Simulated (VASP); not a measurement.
Set up this calculation in VASP 6.6.1, as the native input.

- Task: single point
- Functional: PBE
- Potentials or basis: VASP PAW PBE potentials, release 64 (In_d, As)
- Cutoff: 520 eV
- k mesh: 6 × 6 × 6
- Occupations: fermi-dirac, width 0.05 eV
- Spin: non-collinear spin, zero start, spin-orbit coupling
- Starting moments: [[0.0, 0.0, 0.0], [0.0, 0.0, 0.0]] μB
- Dipole correction: no
- Further INCAR settings: ALGO = Normal; EDIFF = 1e-07; NBANDS = 30

The structure of InAs lies in POSCAR:

```
InAs
1.0
    0.0000000000      2.8773040000      2.8773040000
    2.8773040000      0.0000000000      2.8773040000
    2.8773040000      2.8773040000      0.0000000000
In As
1 1
Direct
    0.5000000000      0.5000000000      0.5000000000
    0.0000000000      0.0000000000      0.0000000000
```

The input as run:

INCAR

```
SYSTEM = InAs
  PREC = Accurate
  ENCUT = 520
  EDIFF = 1E-7
  ISMEAR = -1
  SIGMA = 0.05
  LREAL = .FALSE.
  LASPH = .TRUE.
  NELM = 150
  ALGO = Normal
  ISIF = 2
  LWAVE = .FALSE.
  LCHARG = .FALSE.
  MAGMOM = 0 0 0 0 0 0
  LORBIT = 11
  LSORBIT = .TRUE.
  GGA_COMPAT = .FALSE.
  LORBMOM = .TRUE.
  GGA = PE
  NBANDS = 30
```

KPOINTS

```
Automatic mesh
0
G
  6 6 6
  0 0 0
```

Potentials or basis: VASP PAW PBE potentials, release 64 (In_d, As).

Launch:

```console
$ cat potpaw_PBE.64/In_d/POTCAR potpaw_PBE.64/As/POTCAR > POTCAR
$ mpirun -np 1 vasp_ncl > vasp.out
```

It gave:

| Property | Result |
| --- | --- |
| Pressure | 0.0 GPa |
| Net moment | 0.00 μB per cell |
| Valence electrons inside the program's atomic spheres | In 11.31; As 2.73 |

Run time: 2.1 min on 1 thread of AMD EPYC 7R13, on a shared host, peak memory 0.29 GiB.
